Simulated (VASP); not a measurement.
# B5W2 in VASP: further runs

The runs below take B5W2 through single point, with PBE.

Program: VASP 6.6.1. These are calculated values, not measurements. Logs are shortened: lines on timing, memory, paths and dates and some standing lists are left out, and cuts for length are marked.

## 1. The cell of the first run

The cell holds a slab with vacuum, 14 atoms: a = 3.095 Å, b = 3.095 Å, c = 27.740 Å, α = 90.00°, β = 90.00°, γ = 120.00°.

## 2. Single point, PBE

Contents of INCAR:

```
  PREC = Accurate
  ENCUT = 520
  EDIFF = 1E-6
  ISMEAR = 0
  SIGMA = 0.1
  LREAL = F
  LASPH = T
  NELM = 80
  ALGO = Normal
  ISIF = 2
  LWAVE = F
  LCHARG = F
  LDIPOL = T
  IDIPOL = 3
  DIPOL = 0.5 0.5 0.487
  GGA = PE
  NBANDS = 56
```

Contents of KPOINTS:

```
regular mesh
0
Gamma
  12 12 1
```

Contents of POSCAR:

```
B5W2
1.0
    3.0950834875      0.0000000000      0.0000000000
   -1.5475417438      2.6804209270      0.0000000000
    0.0000000000      0.0000000000     27.7398726999
B W
10 4
Direct
    0.6666666667      0.3333333333      0.2629292299
    0.3333333333      0.6666666667      0.2567733215
    0.0000000000      0.0000000000      0.2953028839
    0.0000000000      0.0000000000      0.4073822276
    0.3333333333      0.6666666667      0.4072953253
    0.3333333333      0.6666666667      0.5427192053
    0.0000000000      0.0000000000      0.5189177585
    0.6666666667      0.3333333333      0.5738951672
    0.6666666667      0.3333333333      0.6852935632
    0.0000000000      0.0000000000      0.6861278935
    0.6666666667      0.3333333333      0.3510447498
    0.6666666667      0.3333333333      0.4624713794
    0.3333333333      0.6666666667      0.6279168881
    0.3333333333      0.6666666667      0.7361979719
```

Potentials or basis: VASP PAW PBE potentials, release 64 (B, W_sv).

Run with:

```console
$ cat potpaw_PBE.64/B/POTCAR potpaw_PBE.64/W_sv/POTCAR > POTCAR
$ mpirun -np 1 vasp_std > vasp.out
```

OUTCAR:

```text
PREC = Accurate
   ENCUT = 520
   EDIFF = 1E-6
   ISMEAR = 0
   LREAL = F
   LASPH = T
   NELM = 80
   ISIF = 2
   GGA = PE

 ion  position               nearest neighbor table
   1  0.667  0.333  0.263-   2 1.80   2 1.80   2 1.80   3 2.00   3 2.00   3 2.00  11 2.44
   2  0.333  0.667  0.257-   1 1.80   1 1.80   1 1.80   3 2.08   3 2.08   3 2.08
   3  0.000  0.000  0.295-   1 2.00   1 2.00   1 2.00   2 2.08   2 2.08   2 2.08  11 2.36  11 2.36
                            11 2.36
   4  0.000  0.000  0.407-   5 1.79   5 1.79   5 1.79  12 2.35  12 2.35  12 2.35  11 2.37  11 2.37
                            11 2.37
   5  0.333  0.667  0.407-   4 1.79   4 1.79   4 1.79  12 2.35  12 2.35  12 2.35  11 2.37  11 2.37
                            11 2.37
   6  0.333  0.667  0.543-   7 1.91   7 1.91   7 1.91   8 1.99   8 1.99   8 1.99  13 2.36
   7  0.000  0.000  0.519-   6 1.91   6 1.91   6 1.91  12 2.38  12 2.38  12 2.38
   8  0.667  0.333  0.574-   6 1.99   6 1.99   6 1.99  13 2.33  13 2.33  13 2.33
   9  0.667  0.333  0.685-  10 1.79  10 1.79  10 1.79  14 2.28  14 2.28  14 2.28  13 2.39  13 2.39
                            13 2.39
  10  0.000  0.000  0.686-   9 1.79   9 1.79   9 1.79  14 2.26  14 2.26  14 2.26  13 2.41  13 2.41
                            13 2.41
  11  0.667  0.333  0.351-   3 2.36   3 2.36   3 2.36   5 2.37   5 2.37   5 2.37   4 2.37   4 2.37
                             4 2.37   1 2.44  12 3.09
  12  0.667  0.333  0.462-   4 2.35   4 2.35   4 2.35   5 2.35   5 2.35   5 2.35   7 2.38   7 2.38
                             7 2.38  11 3.09
  13  0.333  0.667  0.628-   8 2.33   8 2.33   8 2.33   6 2.36   9 2.39   9 2.39   9 2.39  10 2.41
                            10 2.41  10 2.41  14 3.00
  14  0.333  0.667  0.736-  10 2.26  10 2.26  10 2.26   9 2.28   9 2.28   9 2.28  13 3.00

  LATTYP: Found a hexagonal cell.
 ALAT       =     3.0950834875
 C/A-ratio  =     8.9625604000

  Lattice vectors:

 A1 = (   3.0950834875,   0.0000000000,   0.0000000000)
 A2 = (  -1.5475417438,   2.6804209270,   0.0000000000)
 A3 = (   0.0000000000,   0.0000000000,  27.7398726999)

Analysis of symmetry for initial positions (statically):
=====================================================================
 Subroutine PRICEL returns:
 Original cell was already a primitive cell.

 Routine SETGRP: Setting up the symmetry group for a
 hexagonal supercell.

 Subroutine GETGRP returns: Found  6 space group operations
 (whereof  6 operations were pure point group operations)
 out of a pool of 24 trial point group operations.

The static configuration has the point symmetry C_3v.

Analysis of symmetry for dynamics (positions and initial velocities):
=====================================================================
 Subroutine PRICEL returns:
 Original cell was already a primitive cell.

 Routine SETGRP: Setting up the symmetry group for a
 hexagonal supercell.

 Subroutine GETGRP returns: Found  6 space group operations
 (whereof  6 operations were pure point group operations)
 out of a pool of 24 trial point group operations.

The dynamic configuration has the point symmetry C_3v.

 Subroutine INISYM returns: Found  6 space group operations
 (whereof  6 operations are pure point group operations),
 and found     1 'primitive' translations

----------------------------------------------------------------------------------------

                                     Primitive cell

  volume of cell :     230.1335

  direct lattice vectors                    reciprocal lattice vectors
     3.095083488  0.000000000  0.000000000     0.323093062  0.186537866  0.000000000
    -1.547541744  2.680420927  0.000000000     0.000000000  0.373075732  0.000000000
     0.000000000  0.000000000 27.739872700     0.000000000  0.000000000  0.036049192

  length of vectors
     3.095083488  3.095083488 27.739872700     0.373075732  0.373075732  0.036049192

  position of ions in fractional coordinates (direct lattice)
     0.666666667  0.333333333  0.262929230
     0.333333333  0.666666667  0.256773321
     0.000000000  0.000000000  0.295302884
     0.000000000  0.000000000  0.407382228
     0.333333333  0.666666667  0.407295325
     0.333333333  0.666666667  0.542719205
     0.000000000  0.000000000  0.518917759
     0.666666667  0.333333333  0.573895167
     0.666666667  0.333333333  0.685293563
     0.000000000  0.000000000  0.686127894
     0.666666667  0.333333333  0.351044750
     0.666666667  0.333333333  0.462471379
     0.333333333  0.666666667  0.627916888
     0.333333333  0.666666667  0.736197972

  ion indices of the primitive-cell ions
   primitive index   ion index
                 1           1
                 2           2
                 3           3
                 4           4
                 5           5
                 6           6
                 7           7
                 8           8
                 9           9
                10          10
                11          11
                12          12
                13          13
                14          14

----------------------------------------------------------------------------------------

 KPOINTS: regular mesh

Automatic generation of k-mesh.
 Grid dimensions read from file:
 generate k-points for:   12   12    1

 Generating k-lattice:

  Cartesian coordinates                     Fractional coordinates (reciprocal lattice)
     0.026924422  0.015544822  0.000000000     0.083333333  0.000000000  0.000000000
     0.000000000  0.031089644  0.000000000     0.000000000  0.083333333  0.000000000
     0.000000000  0.000000000  0.036049192     0.000000000  0.000000000  1.000000000

  Length of vectors
     0.031089644  0.031089644  0.036049192

  Shift w.r.t. Gamma in fractional coordinates (k-lattice)
     0.000000000  0.000000000  0.000000000

 Subroutine IBZKPT returns following result:
 ===========================================

 Found     19 irreducible k-points:

 Following reciprocal coordinates:
            Coordinates               Weight
  0.000000  0.000000  0.000000      1.000000
  0.083333  0.000000  0.000000      6.000000
  0.166667 -0.000000  0.000000      6.000000
  0.250000 -0.000000  0.000000      6.000000
  0.333333 -0.000000  0.000000      6.000000
  0.416667 -0.000000  0.000000      6.000000
[... 11 lines left out ...]
  0.333333  0.250000  0.000000     12.000000
  0.333333  0.333333  0.000000      2.000000
   k-points           NKPTS =     19   k-points in BZ     NKDIM =     19   number of bands    NBANDS=     56
   number of dos      NEDOS =    301   number of ions     NIONS =     14
   total plane-waves  NPLWV = 120960
   dimension x,y,z NGX =    24 NGY =   24 NGZ =  210
   dimension x,y,z NGXF=    48 NGYF=   48 NGZF=  420
   ions per type =              10   4
   NGX,Y,Z   is equivalent  to a cutoff of  12.89, 12.89, 12.59 a.u.
   NGXF,Y,Z  is equivalent  to a cutoff of  25.78, 25.78, 25.17 a.u.
 SYSTEM =  unknown system
   PREC   = accura    normal or accurate (medium, high low for compatibility)
   ISTART =      0    job   : 0-new  1-cont  2-samecut
   ICHARG =      2    charge: 1-file 2-atom 10-const
   ISPIN  =      1    spin polarized calculation?
   LNONCOLLINEAR =      F non collinear calculations
   LSORBIT =      F    spin-orbit coupling
   LASPH  =      T    aspherical Exc in radial PAW
   ENCUT  =  520.0 eV  38.22 Ry    6.18 a.u.   5.75  5.75 51.58*2*pi/ulx,y,z
   NELM   =     80;   NELMIN=  2; NELMDL= -5     # of ELM steps
   EDIFF  = 0.1E-05   stopping-criterion for ELM
   LREAL  =      F    real-space projection
   EDIFFG = 0.1E-04   stopping-criterion for IOM
   NSW    =      0    number of steps for IOM
   IBRION =     -1    ionic relax: 0-MD 1-quasi-New 2-CG
   NFREE  =      0    steps in history (QN), initial steepest desc. (CG)
   ISIF   =      2    stress and relaxation
   ISYM   =      2    0-nonsym 1-usesym 2-fastsym
   POTIM  = 0.5000    time-step for ionic-motion
   TEBEG  =    0.0;   TEEND  =   0.0 temperature during run
   PSTRESS=    0.0 pullay stress
   NELECT =      86.0000    total number of electrons
   NUPDOWN=      -1.0000    fix difference up-down
   EMIN   =  10.00;   EMAX   =-10.00  energy-range for DOS
   EFERMI =   0.00;   METHOD = LEGACY
   ISMEAR =     0;   SIGMA  =   0.10  broadening in eV -4-tet -1-fermi 0-gaus
   EFERMI_NEDOS =   21; number of points for ismear=-14 and -15
   IALGO  =     38    algorithm
   IMIX   =      4    mixing-type and parameters
     AMIX     =   0.40;   BMIX     =  1.00
     AMIX_MAG =   1.60;   BMIX_MAG =  1.00
  volume/ion in A,a.u.               =      16.44       110.93
  Fermi-wavevector in a.u.,A,eV,Ry     =   1.179183  2.228332 18.918513  1.390471
  Thomas-Fermi vector in A             =   2.315498
   LORBIT       =      0    0 simple, 1 ext, 2 COOP (PROOUT), +10 PAW based schemes
   GGA     = PE    functional components
   LHFCALC =     F    Hartree Fock is set to
   AEXX    =    0.0000 exact exchange contribution
   IVDW    =     0    specifies the selected vdW correction
   LEPSILON=     F    determine dielectric tensor
   LRPA    =     F    only Hartree local field effects (RPA)
 non-spin polarized calculation
 Gauss-broadening in eV      SIGMA  =   0.10
  energy-cutoff  :      520.00
  volume of cell :      230.13
 maximum number of plane-waves:      6225
 NGX is ok and might be reduce to    24
   NGX = 11   NGY = 11   NGZ =103

 dipolmoment           0.000000      0.000000     -0.002643 electrons x Angstroem

 number of electron      86.0000012 magnetization

 dipolmoment           0.000000      0.000000      0.024442 electrons x Angstroem

 Free energy of the ion-electron system (eV)
  ---------------------------------------------------
  ext. energy  EPLUGINS =         0.00000000
  ---------------------------------------------------
  free energy    TOTEN  =      -114.60699874 eV

  energy without entropy =     -114.58106746  energy(sigma->0) =     -114.59403310

 E-fermi :   3.8588     XC(G=0):  -7.8983

 val. band max:        3.8272187153   @ k =   0.2500  -0.0000   0.0000
 cond. band min:       3.8671091229   @ k =   0.2500   0.0833   0.0000
 fundamental gap:      0.0398904076
 Fermi energy:         3.8587509049

 k-point     1 :       0.0000    0.0000    0.0000
  band No.  band energies     occupation
      1     -71.1480      2.00000
      2     -70.9771      2.00000
      3     -70.7792      2.00000
      4     -70.6470      2.00000
      5     -35.6032      2.00000
      6     -35.3647      2.00000
[... 47 lines left out ...]
     54       5.7673      0.00000
     55       5.7673      0.00000

 k-point     2 :       0.0833    0.0000    0.0000
  band No.  band energies     occupation
      1     -71.1463      2.00000
      2     -70.9754      2.00000
      3     -70.7776      2.00000
      4     -70.6454      2.00000
      5     -35.5979      2.00000
      6     -35.3600      2.00000
[... 47 lines left out ...]
     54       5.9520      0.00000
     55       6.0252      0.00000
[... 926 lines left out ...]
     54       7.9422      0.00000
     55       8.1141      0.00000

 k-point    19 :       0.3333    0.3333    0.0000
  band No.  band energies     occupation
      1     -71.1202      2.00000
      2     -70.9492      2.00000
      3     -70.7516      2.00000
      4     -70.6198      2.00000
      5     -35.5135      2.00000
      6     -35.4788      2.00000
[... 47 lines left out ...]
     54       8.1631      0.00000
     55       8.6562      0.00000
 [bands above 55 left out]

------------------------ aborting loop because EDIFF is reached ----------------------------------------

 vacuum level on the upper side and lower side of the slab       (xc-potential included)         0.066        -0.430

  FORCE on cell =-STRESS in cart. coord.  units (eV):
  Direction    XX          YY          ZZ          XY          YZ          ZX
  --------------------------------------------------------------------------------------
  -------------------------------------------------------------------------------------
  Total      -14.1447136    -14.1447136      0.2654361      0.0000000     -0.0000000      0.0000000
  in kB      -98.4747551    -98.4747551      1.8479520      0.0000000     -0.0000000      0.0000000
  external PRESSURE =     -65.0338527 kB  Pullay stress =       0.0000000 kB

 VOLUME and BASIS-vectors are now :
 -----------------------------------------------------------------------------
  energy-cutoff  :      520.00
  volume of cell :      230.13
      direct lattice vectors                 reciprocal lattice vectors
     3.095083488  0.000000000  0.000000000     0.323093062  0.186537866  0.000000000
    -1.547541744  2.680420927  0.000000000     0.000000000  0.373075732  0.000000000
     0.000000000  0.000000000 27.739872700     0.000000000  0.000000000  0.036049192

 POSITION                                       TOTAL-FORCE (eV/Angst)
 -----------------------------------------------------------------------------------
      1.54754      0.89347      7.29362         0.000000     -0.000000     -0.009787
     -0.00000      1.78695      7.12286         0.000000     -0.000000     -0.001857
      0.00000      0.00000      8.19166         0.000000     -0.000000     -0.017695
      0.00000      0.00000     11.30073         0.000000     -0.000000      0.006442
     -0.00000      1.78695     11.29832         0.000000     -0.000000     -0.000877
     -0.00000      1.78695     15.05496        -0.000000     -0.000000     -0.003375
      0.00000      0.00000     14.39471         0.000000     -0.000000      0.009479
      1.54754      0.89347     15.91978        -0.000000     -0.000000     -0.014117
      1.54754      0.89347     19.00996        -0.000000      0.000000     -0.001355
      0.00000      0.00000     19.03310         0.000000     -0.000000      0.002160
      1.54754      0.89347      9.73794        -0.000000     -0.000000     -0.012720
      1.54754      0.89347     12.82890        -0.000000     -0.000000      0.021621
     -0.00000      1.78695     17.41833        -0.000000     -0.000000     -0.017261
     -0.00000      1.78695     20.42204        -0.000000      0.000000      0.039341
 -----------------------------------------------------------------------------------
    total drift:                               -0.000000     -0.000000      0.000548

  FREE ENERGIE OF THE ION-ELECTRON SYSTEM (eV)
  ---------------------------------------------------
  free  energy   TOTEN  =      -114.6069987412 eV

  energy  without entropy=     -114.5810674640  energy(sigma->0) =     -114.59403310

 vacuum level on the upper side and lower side of the slab         8.508         8.007
```

Run time: 9.2 min. Hardware: 1 thread of AMD EPYC 9R45 (Zen 5), shared host; peak memory 0.41 GiB.

What came out:

| Quantity | Value |
| --- | --- |
| Free energy | -114.6070 eV |
| Largest force | 0.039 eV/Å |
| Band gap on the k mesh | zero (bands 43 and 44 overlap by 1.69 eV) |

Forces on the atoms (eV/Å):
```
B    0.000  0.000 -0.010
B    0.000  0.000 -0.002
B    0.000  0.000 -0.018
B    0.000  0.000  0.006
B    0.000  0.000 -0.001
B    0.000  0.000 -0.003
B    0.000  0.000  0.009
B    0.000  0.000 -0.014
B    0.000  0.000 -0.001
B    0.000  0.000  0.002
W    0.000  0.000 -0.013
W    0.000  0.000  0.022
W    0.000  0.000 -0.017
W    0.000  0.000  0.039
```

Levels at points of the mesh, in eV from the Fermi level:
| k point | band 40 | band 41 | band 42 | band 43 | band 44 | band 45 |
| --- | --- | --- | --- | --- | --- | --- |
| (0.00, 0.00, 0.00) | -1.57 | -1.53 | -0.99 | -0.97 | -0.97 | -0.62 |
| (0.50, 0.00, 0.00) | -1.07 | -0.48 | 0.13 | 0.31 | 0.78 | 1.02 |

Caveat: spin-orbit coupling is left out, which moves the levels of the heavy elements.

## 3. Single point, PBE

Contents of INCAR:

```
SYSTEM = B5W2
ALGO = Normal
DIPOL = 0.5 0.5 0.487
EDIFF = 1E-6
ENCUT = 520
GGA = PE
IDIPOL = 3
ISIF = 2
ISMEAR = 0
LASPH = .TRUE.
LCHARG = .FALSE.
LDIPOL = .TRUE.
LREAL = .FALSE.
LWAVE = .FALSE.
NBANDS = 56
NELM = 80
PREC = Accurate
SIGMA = 0.1
```

Contents of KPOINTS:

```
k-points
0
G
  12 12 1
  0 0 0
```

POSCAR is that of step 2.

Potentials or basis: VASP PAW PBE potentials, release 64 (B, W_sv).

Run with:

```console
$ cat potpaw_PBE.64/B/POTCAR potpaw_PBE.64/W_sv/POTCAR > POTCAR
$ mpirun -np 1 vasp_std > vasp.out
```

OUTCAR:

```text
SYSTEM = B5W2
   EDIFF = 1E-6
   ENCUT = 520
   GGA = PE
   ISIF = 2
   ISMEAR = 0
   LASPH = .TRUE.
   LREAL = .FALSE.
   NELM = 80
   PREC = Accurate

 ion  position               nearest neighbor table
   1  0.667  0.333  0.263-   2 1.80   2 1.80   2 1.80   3 2.00   3 2.00   3 2.00  11 2.44
   2  0.333  0.667  0.257-   1 1.80   1 1.80   1 1.80   3 2.08   3 2.08   3 2.08
   3  0.000  0.000  0.295-   1 2.00   1 2.00   1 2.00   2 2.08   2 2.08   2 2.08  11 2.36  11 2.36
                            11 2.36
   4  0.000  0.000  0.407-   5 1.79   5 1.79   5 1.79  12 2.35  12 2.35  12 2.35  11 2.37  11 2.37
                            11 2.37
   5  0.333  0.667  0.407-   4 1.79   4 1.79   4 1.79  12 2.35  12 2.35  12 2.35  11 2.37  11 2.37
                            11 2.37
   6  0.333  0.667  0.543-   7 1.91   7 1.91   7 1.91   8 1.99   8 1.99   8 1.99  13 2.36
[... 1353 lines left out ...]
 -----------------------------------------------------------------------------------
      1.54754      0.89347      7.29362         0.000000     -0.000000     -0.009787
     -0.00000      1.78695      7.12286         0.000000     -0.000000     -0.001857
      0.00000      0.00000      8.19166         0.000000     -0.000000     -0.017695
      0.00000      0.00000     11.30073         0.000000     -0.000000      0.006442
     -0.00000      1.78695     11.29832         0.000000     -0.000000     -0.000877
     -0.00000      1.78695     15.05496        -0.000000     -0.000000     -0.003375
      0.00000      0.00000     14.39471         0.000000     -0.000000      0.009479
      1.54754      0.89347     15.91978        -0.000000     -0.000000     -0.014117
      1.54754      0.89347     19.00996        -0.000000      0.000000     -0.001355
      0.00000      0.00000     19.03310         0.000000     -0.000000      0.002160
      1.54754      0.89347      9.73794        -0.000000     -0.000000     -0.012720
      1.54754      0.89347     12.82890        -0.000000     -0.000000      0.021621
     -0.00000      1.78695     17.41833        -0.000000     -0.000000     -0.017261
     -0.00000      1.78695     20.42204        -0.000000      0.000000      0.039341
 -----------------------------------------------------------------------------------
    total drift:                               -0.000000     -0.000000      0.000548

  FREE ENERGIE OF THE ION-ELECTRON SYSTEM (eV)
  ---------------------------------------------------
  free  energy   TOTEN  =      -114.6069987412 eV

  energy  without entropy=     -114.5810674640  energy(sigma->0) =     -114.59403310

 vacuum level on the upper side and lower side of the slab         8.508         8.007
```

stdout:

```text
POSCAR found type information on POSCAR B W
 POSCAR found :  2 types and      14 ions
 scaLAPACK will be used
 LDA part: xc-table for (Slater+PW92), standard interpolation
 POSCAR, INCAR and KPOINTS ok, starting setup
 FFT: planning ... GRIDC
 FFT: planning ... GRID_SOFT
 FFT: planning ... GRID
 WAVECAR not read
 entering main loop
```

It took 9.7 min on 1 thread of AMD EPYC 9R45 (Zen 5), shared host; peak memory 0.41 GiB.

Results:

- Free energy: -114.6070 eV
- Largest force: 0.039 eV/Å
- Band gap on the k mesh: zero (bands 43 and 44 overlap by 1.69 eV)

Forces in eV/Å, atoms in the order of the input:
```
B    0.000  0.000 -0.010
B    0.000  0.000 -0.002
B    0.000  0.000 -0.018
B    0.000  0.000  0.006
B    0.000  0.000 -0.001
B    0.000  0.000 -0.003
B    0.000  0.000  0.009
B    0.000  0.000 -0.014
B    0.000  0.000 -0.001
B    0.000  0.000  0.002
W    0.000  0.000 -0.013
W    0.000  0.000  0.022
W    0.000  0.000 -0.017
W    0.000  0.000  0.039
```

Levels at points of the mesh, in eV from the Fermi level:
```tsv
k point	band 39	band 40	band 41	band 42	band 43	band 44	band 45	band 46
(0.00, 0.00, 0.00)	-1.57	-1.57	-1.53	-0.99	-0.97	-0.97	-0.62	-0.23
(0.50, 0.00, 0.00)	-1.15	-1.07	-0.48	0.13	0.31	0.78	1.02	1.17
```

Caveat: spin-orbit coupling is left out, which moves the levels of the heavy elements.

The gap in the log of VASP goes by the Fermi energy; the results here count the filled bands.